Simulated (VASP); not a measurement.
Input of a VASP 6.6.1 run:

File INCAR:

```
PREC = Accurate
ENCUT = 500
EDIFF = 1E-6
ISMEAR = 0
SIGMA = 0.15
LREAL = False
LASPH = True
NELM = 120
ALGO = Normal
ISIF = 2
LWAVE = False
LCHARG = True
LELF = True
LVHAR = True
NBANDS = 21
GGA_COMPAT = False
```

KPOINTS

```
Automatic mesh
0
Gamma
  16 16 12
```

POSCAR

```
W
1.0
    0.0000000000     -1.9864787844     -1.9864787844
    0.0000000000      1.9864787844     -1.9864787844
    3.9729575688      0.0000000000      0.0000000000
W
2
Direct
    0.5406749876      0.4593250124      0.4863074299
   -0.0406749876      0.0406749876      0.0136925701
```

Potentials or basis: VASP PAW LDA potentials, release 64 (W_sv).

The run is started by

```bash
$ cat potpaw_LDA.64/W_sv/POTCAR > POTCAR
$ mpirun -np 1 vasp_std > vasp.out
```

**Question.** What does it give for the pressure?

**Answer.** 9.8 GPa.

**Question.** Predict the band gap on the k mesh.

**Answer.** Zero (bands 14 and 15 overlap by 4.00 eV).

Forces in eV/Å, atoms in the order of the input:
```
W    1.370  1.202  0.000
W   -1.370 -1.202  0.000
```

Caveat: the cell differs from its parent crystal (atoms displaced along a vibrational mode); the cell stands under pressure; spin-orbit coupling is left out, which moves the levels of the heavy elements; forces of over 1 eV/Å act on the atoms, so gaps and moduli don't describe the material at rest.
